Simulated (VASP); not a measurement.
Crystal: Se.

```
Se
1.0
     4.36620    0.00000    0.00000
    -2.18310    3.78124    0.00000
     0.00000    0.00000    4.95360
Se
3
Direct
  0.22540 0.00000 0.33333
  0.00000 0.22540 0.66667
  0.77460 0.77460 0.00000
```

- Program: VASP 6.6.1
- Task: relaxation of cell and atoms
- Functional: LDA
- Potentials or basis: VASP PAW LDA potentials, release 64 (Se)
- Cutoff: 600 eV
- k mesh: 9 × 9 × 6
- Occupations: gaussian, width 0.02 eV
- Spin: no spin polarisation

At the start: pressure -1.1 GPa; volume 27.26 Å³/atom.

Problem. How do energy, volume and symmetry change on relaxing?

Solution. Over 18 steps the energy falls by 51.4 meV/atom and the volume is 23.03 Å³/atom (-15.5 %); space group P3_121 (No. 152, to 0.1 Å) before and after.

Step by step:
| step | energy change (eV) | largest force (eV/Å) | pressure (GPa) | volume (Å³) |
| --- | --- | --- | --- | --- |
| 1 | 0.0000 | 0.2630 | -1.07 | 81.78 |
| 2 | -0.0285 | 0.3225 | -0.58 | 79.65 |
| 3 | -0.0840 | 0.5164 | 1.66 | 73.42 |
| 4 | 0.0882 | 0.8799 | 11.28 | 61.76 |
| 5 | -0.0778 | 0.6500 | 2.81 | 71.88 |
| 6 | -0.0866 | 0.6023 | 2.66 | 71.59 |
| 7 | -0.1091 | 0.4715 | 2.33 | 70.73 |
| 8 | -0.1371 | 0.2563 | 1.91 | 68.99 |
| 9 | -0.1308 | 0.0293 | 2.17 | 65.50 |
| 10 | -0.1440 | 0.1142 | 1.90 | 67.39 |
| 11 | -0.1499 | 0.0696 | 1.15 | 68.15 |
| 12 | -0.1532 | 0.0180 | -0.18 | 69.63 |
| 13 | -0.1533 | 0.0030 | 0.04 | 69.38 |
| 14 | -0.1533 | 0.0005 | 0.07 | 69.34 |
| 15 | -0.1535 | 0.0005 | 0.06 | 69.31 |
| 16 | -0.1538 | 0.0008 | 0.05 | 69.25 |
| 17 | -0.1541 | 0.0011 | 0.01 | 69.11 |
| 18 | -0.1541 | 0.0011 | 0.01 | 69.08 |

Final structure:
```cif
data_structure
_symmetry_space_group_name_H-M 'P 1'
_symmetry_Int_Tables_number 1
_cell_length_a 3.9450
_cell_length_b 3.9450
_cell_length_c 5.1258
_cell_angle_alpha 90.000
_cell_angle_beta 90.000
_cell_angle_gamma 120.000
_cell_volume 69.08
loop_
_atom_site_label
_atom_site_type_symbol
_atom_site_fract_x
_atom_site_fract_y
_atom_site_fract_z
_atom_site_occupancy
Se1 Se 0.25633 0.00000 0.33333 1
Se2 Se 0.00000 0.25633 0.66667 1
Se3 Se 0.74367 0.74367 0.00000 1
```

Caveat: the volume moved by over 15 % at a fixed basis, so the end points are rough.
